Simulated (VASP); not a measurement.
# TiH4 (P6/mmm) in VASP: further runs

TiH4 is run at these levels: PBE; tasks: single point, relaxation of cell and atoms.

Program: VASP 6.6.1. These are calculated values, not measurements. Logs are shortened: lines on timing, memory, paths and dates and some standing lists are left out, and cuts for length are marked.

## Step 1: The cell of the first run

The structure is hexagonal, space group P6/mmm (No. 191). Conventional cell: a = 2.921 Å, b = 2.921 Å, c = 4.172 Å, α = 90.00°, β = 90.00°, γ = 120.00°. Within 2.6 Å of Ti (site symmetry 6/mmm) lie 12 H at 1.97 Å. H (site symmetry 3m) has 5 H at 1.69 to 2.13 Å and 3 Ti at 1.97 Å within 2.2 Å.

## Step 2: Single point, PBE

Input file INCAR:

```
SYSTEM = TiH4
PREC = Accurate
ENCUT = 520
EDIFF = 1E-6
ISMEAR = 0
SIGMA = 0.1
LREAL = .False.
LASPH = .True.
NELM = 100
ALGO = Normal
ISIF = 2
LWAVE = .False.
LCHARG = .False.
GGA = PE
NBANDS = 16
```

Input file KPOINTS:

```
Automatic mesh
0
Gamma
  12 12 10
  0 0 0
```

Input file POSCAR:

```
TiH4
1.0
    2.9207689255      0.0000000000      0.0000000000
   -1.4603844628      2.5294600881      0.0000000000
    0.0000000000      0.0000000000      4.1716830156
Ti H
1 4
Direct
    0.0000000000      0.0000000000      0.0000000000
    0.3333333333      0.6666666667      0.2444843629
    0.3333333333      0.6666666667      0.7555156371
    0.6666666667      0.3333333333      0.2444843629
    0.6666666667      0.3333333333      0.7555156371
```

Potentials or basis: VASP PAW PBE potentials, release 64 (Ti_sv, H).

Run with:

```
> cat potpaw_PBE.64/Ti_sv/POTCAR potpaw_PBE.64/H/POTCAR > POTCAR
> mpirun -np 1 vasp_std > vasp.out
```

OUTCAR:

```text
SYSTEM = TiH4
   PREC = Accurate
   ENCUT = 520
   EDIFF = 1E-6
   ISMEAR = 0
   LREAL = .False.
   LASPH = .True.
   NELM = 100
   ISIF = 2
   GGA = PE

 ion  position               nearest neighbor table
   1  0.000  0.000  0.000-
   2  0.333  0.667  0.244-
   3  0.333  0.667  0.756-
   4  0.667  0.333  0.244-
   5  0.667  0.333  0.756-

  LATTYP: Found a hexagonal cell.
 ALAT       =     2.9207689255
 C/A-ratio  =     1.4282824564

  Lattice vectors:

 A1 = (   2.9207689255,   0.0000000000,   0.0000000000)
 A2 = (  -1.4603844628,   2.5294600881,   0.0000000000)
 A3 = (   0.0000000000,   0.0000000000,   4.1716830156)

Analysis of symmetry for initial positions (statically):
=====================================================================
 Subroutine PRICEL returns:
 Original cell was already a primitive cell.

 Routine SETGRP: Setting up the symmetry group for a
 hexagonal supercell.

 Subroutine GETGRP returns: Found 24 space group operations
 (whereof 24 operations were pure point group operations)
 out of a pool of 24 trial point group operations.

The static configuration has the point symmetry D_6h.

Analysis of symmetry for dynamics (positions and initial velocities):
=====================================================================
 Subroutine PRICEL returns:
 Original cell was already a primitive cell.

 Routine SETGRP: Setting up the symmetry group for a
 hexagonal supercell.

 Subroutine GETGRP returns: Found 24 space group operations
 (whereof 24 operations were pure point group operations)
 out of a pool of 24 trial point group operations.

The dynamic configuration has the point symmetry D_6h.

 Subroutine INISYM returns: Found 24 space group operations
 (whereof 24 operations are pure point group operations),
 and found     1 'primitive' translations

----------------------------------------------------------------------------------------

                                     Primitive cell

  volume of cell :      30.8203

  direct lattice vectors                    reciprocal lattice vectors
     2.920768926  0.000000000  0.000000000     0.342375595  0.197670642  0.000000000
    -1.460384463  2.529460088  0.000000000     0.000000000  0.395341284  0.000000000
     0.000000000  0.000000000  4.171683016     0.000000000  0.000000000  0.239711406

  length of vectors
     2.920768926  2.920768926  4.171683016     0.395341284  0.395341284  0.239711406

  position of ions in fractional coordinates (direct lattice)
     0.000000000  0.000000000  0.000000000
     0.333333333  0.666666667  0.244484363
     0.333333333  0.666666667  0.755515637
     0.666666667  0.333333333  0.244484363
     0.666666667  0.333333333  0.755515637

  ion indices of the primitive-cell ions
   primitive index   ion index
                 1           1
                 2           2
                 3           3
                 4           4
                 5           5

----------------------------------------------------------------------------------------

 KPOINTS: Automatic mesh

Automatic generation of k-mesh.
 Grid dimensions read from file:
 generate k-points for:   12   12   10

 Generating k-lattice:

  Cartesian coordinates                     Fractional coordinates (reciprocal lattice)
     0.028531300  0.016472554  0.000000000     0.083333333  0.000000000  0.000000000
     0.000000000  0.032945107  0.000000000     0.000000000  0.083333333  0.000000000
     0.000000000  0.000000000  0.023971141     0.000000000  0.000000000  0.100000000

  Length of vectors
     0.032945107  0.032945107  0.023971141

  Shift w.r.t. Gamma in fractional coordinates (k-lattice)
     0.000000000  0.000000000  0.000000000

 Subroutine IBZKPT returns following result:
 ===========================================

 Found    114 irreducible k-points:

 Following reciprocal coordinates:
            Coordinates               Weight
  0.000000  0.000000  0.000000      1.000000
  0.083333  0.000000  0.000000      6.000000
  0.166667  0.000000  0.000000      6.000000
  0.250000  0.000000  0.000000      6.000000
  0.333333  0.000000  0.000000      6.000000
  0.416667  0.000000  0.000000      6.000000
[... 16 lines left out ...]
  0.250000  0.000000  0.100000     12.000000
  0.333333  0.000000  0.100000     12.000000
 [... further k-points ...]
   k-points           NKPTS =    114   k-points in BZ     NKDIM =    114   number of bands    NBANDS=     16
   number of dos      NEDOS =    301   number of ions     NIONS =      5
   total plane-waves  NPLWV =  18432
   dimension x,y,z NGX =    24 NGY =   24 NGZ =   32
   dimension x,y,z NGXF=    48 NGYF=   48 NGZF=   64
   ions per type =               1   4
   NGX,Y,Z   is equivalent  to a cutoff of  13.66, 13.66, 12.75 a.u.
   NGXF,Y,Z  is equivalent  to a cutoff of  27.32, 27.32, 25.50 a.u.
 SYSTEM =  TiH4
   PREC   = accura    normal or accurate (medium, high low for compatibility)
   ISTART =      0    job   : 0-new  1-cont  2-samecut
   ICHARG =      2    charge: 1-file 2-atom 10-const
   ISPIN  =      1    spin polarized calculation?
   LNONCOLLINEAR =      F non collinear calculations
   LSORBIT =      F    spin-orbit coupling
   LASPH  =      T    aspherical Exc in radial PAW
   ENCUT  =  520.0 eV  38.22 Ry    6.18 a.u.   5.43  5.43  7.76*2*pi/ulx,y,z
   NELM   =    100;   NELMIN=  2; NELMDL= -5     # of ELM steps
   EDIFF  = 0.1E-05   stopping-criterion for ELM
   LREAL  =      F    real-space projection
   EDIFFG = 0.1E-04   stopping-criterion for IOM
   NSW    =      0    number of steps for IOM
   IBRION =     -1    ionic relax: 0-MD 1-quasi-New 2-CG
   NFREE  =      0    steps in history (QN), initial steepest desc. (CG)
   ISIF   =      2    stress and relaxation
   ISYM   =      2    0-nonsym 1-usesym 2-fastsym
   POTIM  = 0.5000    time-step for ionic-motion
   TEBEG  =    0.0;   TEEND  =   0.0 temperature during run
   PSTRESS=    0.0 pullay stress
   NELECT =      16.0000    total number of electrons
   NUPDOWN=      -1.0000    fix difference up-down
   EMIN   =  10.00;   EMAX   =-10.00  energy-range for DOS
   EFERMI =   0.00;   METHOD = LEGACY
   ISMEAR =     0;   SIGMA  =   0.10  broadening in eV -4-tet -1-fermi 0-gaus
   EFERMI_NEDOS =   21; number of points for ismear=-14 and -15
   IALGO  =     38    algorithm
   IMIX   =      4    mixing-type and parameters
     AMIX     =   0.40;   BMIX     =  1.00
     AMIX_MAG =   1.60;   BMIX_MAG =  1.00
  volume/ion in A,a.u.               =       6.16        41.60
  Fermi-wavevector in a.u.,A,eV,Ry     =   1.315738  2.486384 23.553946  1.731166
  Thomas-Fermi vector in A             =   2.445899
   LORBIT       =      0    0 simple, 1 ext, 2 COOP (PROOUT), +10 PAW based schemes
   GGA     = PE    functional components
   LHFCALC =     F    Hartree Fock is set to
   AEXX    =    0.0000 exact exchange contribution
   IVDW    =     0    specifies the selected vdW correction
   LEPSILON=     F    determine dielectric tensor
   LRPA    =     F    only Hartree local field effects (RPA)
 non-spin polarized calculation
 Gauss-broadening in eV      SIGMA  =   0.10
  energy-cutoff  :      520.00
  volume of cell :       30.82
 maximum number of plane-waves:       852
 NGX is ok and might be reduce to    24
   NGX = 11   NGY = 11   NGZ = 15

 number of electron      15.9999996 magnetization

 Free energy of the ion-electron system (eV)
  ---------------------------------------------------
  ext. energy  EPLUGINS =         0.00000000
  ---------------------------------------------------
  free energy    TOTEN  =       -21.27079886 eV

  energy without entropy =      -21.26511156  energy(sigma->0) =      -21.26795521

 E-fermi :   5.4867     XC(G=0): -10.6892

 val. band max:        5.4689172650   @ k =   0.0833   0.0000   0.5000
 cond. band min:       5.5246485569   @ k =   0.3333   0.1667   0.0000
 fundamental gap:      0.0557312919
 Fermi energy:         5.4866929845

 k-point     1 :       0.0000    0.0000    0.0000
  band No.  band energies     occupation
      1     -51.8203      2.00000
      2     -28.1038      2.00000
      3     -27.8278      2.00000
      4     -27.8278      2.00000
      5      -5.7930      2.00000
      6      -0.1770      2.00000
[... 8 lines left out ...]
     15      22.4301      0.00000
     16      22.6960      0.00000

 k-point     2 :       0.0833    0.0000    0.0000
  band No.  band energies     occupation
      1     -51.8146      2.00000
      2     -28.0965      2.00000
      3     -27.8672      2.00000
      4     -27.8361      2.00000
      5      -5.6167      2.00000
      6      -0.1819      2.00000
[... 8 lines left out ...]
     15      19.7899      0.00000
     16      20.8613      0.00000

 k-point     3 :       0.1667    0.0000    0.0000
  band No.  band energies     occupation
      1     -51.7990      2.00000
      2     -28.0766      2.00000
      3     -27.9739      2.00000
      4     -27.8586      2.00000
      5      -5.1045      2.00000
      6      -0.1811      2.00000
[... 8 lines left out ...]
     15      17.4408      0.00000
     16      19.1723      0.00000

 k-point     4 :       0.2500    0.0000    0.0000
  band No.  band energies     occupation
      1     -51.7775      2.00000
      2     -28.1171      2.00000
      3     -28.0494      2.00000
      4     -27.8892      2.00000
      5      -4.3058      2.00000
      6      -0.1456      2.00000
[... 8 lines left out ...]
     15      15.9530      0.00000
     16      17.6838      0.00000
[... 324 lines left out ...]
 k-point    22 :       0.1667    0.0000    0.1000
  band No.  band energies     occupation
      1     -51.7990      2.00000
      2     -28.0775      2.00000
      3     -27.9738      2.00000
      4     -27.8586      2.00000
      5      -5.0322      2.00000
      6      -0.4116      2.00000
[... 8 lines left out ...]
     15      17.4844      0.00000
     16      19.2663      0.00000

 k-point    23 :       0.2500    0.0000    0.1000
  band No.  band energies     occupation
      1     -51.7775      2.00000
      2     -28.1170      2.00000
      3     -28.0501      2.00000
      4     -27.8892      2.00000
      5      -4.2384      2.00000
      6      -0.3216      2.00000
[... 8 lines left out ...]
     15      15.9795      0.00000
     16      17.7928      0.00000

 k-point    24 :       0.3333    0.0000    0.1000
  band No.  band energies     occupation
      1     -51.7559      2.00000
      2     -28.2575      2.00000
      3     -28.0227      2.00000
      4     -27.9196      2.00000
      5      -3.2389      2.00000
      6      -0.1940      2.00000
[... 8 lines left out ...]
     15      15.3290      0.00000
     16      16.5370      0.00000

 [... further k-points ...]

------------------------ aborting loop because EDIFF is reached ----------------------------------------

  FORCE on cell =-STRESS in cart. coord.  units (eV):
  Direction    XX          YY          ZZ          XY          YZ          ZX
  --------------------------------------------------------------------------------------
  -------------------------------------------------------------------------------------
  Total       -0.0220271     -0.0220271     -0.0222174      0.0000000      0.0000000     -0.0000000
  in kB       -1.1450679     -1.1450679     -1.1549603      0.0000000      0.0000000     -0.0000000
  external PRESSURE =      -1.1483654 kB  Pullay stress =       0.0000000 kB

 VOLUME and BASIS-vectors are now :
 -----------------------------------------------------------------------------
  energy-cutoff  :      520.00
  volume of cell :       30.82
      direct lattice vectors                 reciprocal lattice vectors
     2.920768926  0.000000000  0.000000000     0.342375595  0.197670642  0.000000000
    -1.460384463  2.529460088  0.000000000     0.000000000  0.395341284  0.000000000
     0.000000000  0.000000000  4.171683016     0.000000000  0.000000000  0.239711406

 POSITION                                       TOTAL-FORCE (eV/Angst)
 -----------------------------------------------------------------------------------
      0.00000      0.00000      0.00000        -0.000000      0.000000      0.000000
     -0.00000      1.68631      1.01991         0.000000      0.000000      0.004795
     -0.00000      1.68631      3.15177        -0.000000      0.000000     -0.004795
      1.46038      0.84315      1.01991         0.000000     -0.000000      0.004795
      1.46038      0.84315      3.15177         0.000000     -0.000000     -0.004795
 -----------------------------------------------------------------------------------
    total drift:                               -0.000000      0.000000      0.000000

  FREE ENERGIE OF THE ION-ELECTRON SYSTEM (eV)
  ---------------------------------------------------
  free  energy   TOTEN  =       -21.2707988585 eV

  energy  without entropy=      -21.2651115614  energy(sigma->0) =      -21.26795521
```

Run time: 25 s. Hardware: 1 thread of AMD EPYC 9R45 (Zen 5), shared host; peak memory 0.15 GiB.

Results:

```
Free energy            : -21.2708 eV
Pressure               : -0.1 GPa
Largest force          : 0.005 eV/Å
Band gap on the k mesh : zero (band 8 reaches 6.00 eV, above the bottom of band 9 at 5.24 eV)
```

Forces in eV/Å, atoms in the order of the input:
```
Ti   0.000  0.000  0.000
H    0.000  0.000  0.005
H    0.000  0.000 -0.005
H    0.000  0.000  0.005
H    0.000  0.000 -0.005
```

## Step 3: Relaxation of cell and atoms, PBE

This run uses another cell than the first one, of 6.05 Å³/atom, 0.981 times its volume.

Input file INCAR:

```
SYSTEM = TiH4
PREC = Accurate
ENCUT = 600
EDIFF = 1E-6
ISMEAR = 0
SIGMA = 0.1
LREAL = .FALSE.
LASPH = .TRUE.
NELM = 100
ALGO = Normal
ISIF = 3
LWAVE = .FALSE.
LCHARG = .FALSE.
GGA = PE
IBRION = 2
NSW = 100
EDIFFG = -0.01
```

Input file KPOINTS:

```
regular mesh
0
G
  12 12 10
  0 0 0
```

Input file POSCAR:

```
TiH4
1.0
    2.9239477046      0.0000000000      0.0000000000
   -1.4619738523      2.5322129915      0.0000000000
    0.0000000000      0.0000000000      4.0831121144
Ti H
1 4
Direct
    0.0000000000      0.0000000000      0.0000000000
    0.3333333333      0.6666666667      0.2495649040
    0.3333333333      0.6666666667      0.7504350960
    0.6666666667      0.3333333333      0.2495649040
    0.6666666667      0.3333333333      0.7504350960
```

Potentials or basis: VASP PAW PBE potentials, release 64 (Ti_sv, H).

Run with:

```
> cat potpaw_PBE.64/Ti_sv/POTCAR potpaw_PBE.64/H/POTCAR > POTCAR
> mpirun -np 1 vasp_std > vasp.out
```

Wall time 2.7 min (1 thread of AMD EPYC 9R45 (Zen 5), shared host); peak memory 0.17 GiB.

It converged, with:

```
Free energy                            : -21.2720 eV
Relaxed volume                         : 6.13 Å³/atom
Relaxed cell                           : a = 2.924 Å, b = 2.924 Å, c = 4.140 Å, α = 90.00°, β = 90.00°, γ = 120.00°
Space group after relaxing (to 0.05 Å) : P6/mmm (No. 191)
Energy gained by relaxing              : 0.2 meV/atom
Ionic steps                            : 11
Pressure after relaxing                : 0.0 GPa
Largest force after relaxing           : 0.004 eV/Å
Band gap on the k mesh                 : zero (band 8 reaches 6.03 eV, above the bottom of band 9 at 5.29 eV)
```

Forces in eV/Å, atoms in the order of the input:
```
Ti   0.000  0.000  0.000
H    0.000  0.000  0.004
H    0.000  0.000 -0.004
H    0.000  0.000  0.004
H    0.000  0.000 -0.004
```

Stress tensor (GPa, compression positive):
```
-0.13  0.00  0.00
 0.00 -0.13  0.00
 0.00  0.00  0.15
```

Step by step:
```csv
step,energy change (eV),largest force (eV/Å),pressure (GPa),volume (Å³)
1,0.0000,0.0229,0.03,30.23
2,-0.0001,0.0187,0.09,30.24
3,-0.0003,0.0063,0.31,30.25
4,-0.0003,0.0186,0.71,30.29
5,-0.0004,0.0062,0.46,30.27
6,-0.0005,0.0061,0.43,30.30
7,-0.0007,0.0057,0.19,30.41
8,-0.0008,0.0047,-0.23,30.61
9,-0.0008,0.0051,-0.10,30.55
10,-0.0009,0.0047,-0.04,30.58
11,-0.0011,0.0037,-0.03,30.65
```

Final structure:
```yaml
crystal:
  lattice:
    - [2.92383, 0.00000, 0.00000]
    - [-1.46191, 2.53211, 0.00000]
    - [0.00000, 0.00000, 4.14019]
  atoms:
    - { symbol: Ti, position: [0.00000, 0.00000, 0.00000] }
    - { symbol: H, position: [0.33333, 0.66667, 0.24560] }
    - { symbol: H, position: [0.33333, 0.66667, 0.75440] }
    - { symbol: H, position: [0.66667, 0.33333, 0.24560] }
    - { symbol: H, position: [0.66667, 0.33333, 0.75440] }
```

Levels at points of the mesh, in eV from the Fermi level:
```tsv
k point	band 4	band 5	band 6	band 7	band 8	band 9	band 10	band 11	band 12
(0.00, 0.00, 0.00)	-33.32	-11.31	-5.59	-2.05	-0.06	-0.06	1.76	1.76	3.14
(0.50, 0.00, 0.00)	-33.44	-6.77	-6.32	-5.37	-0.17	0.52	1.08	2.77	4.08
(0.00, 0.00, 0.50)	-33.32	-9.99	-8.47	-0.06	-0.03	-0.03	1.67	1.67	3.96
(0.50, 0.00, 0.50)	-33.44	-6.83	-5.67	-5.41	-2.04	0.89	1.30	2.77	4.45
```
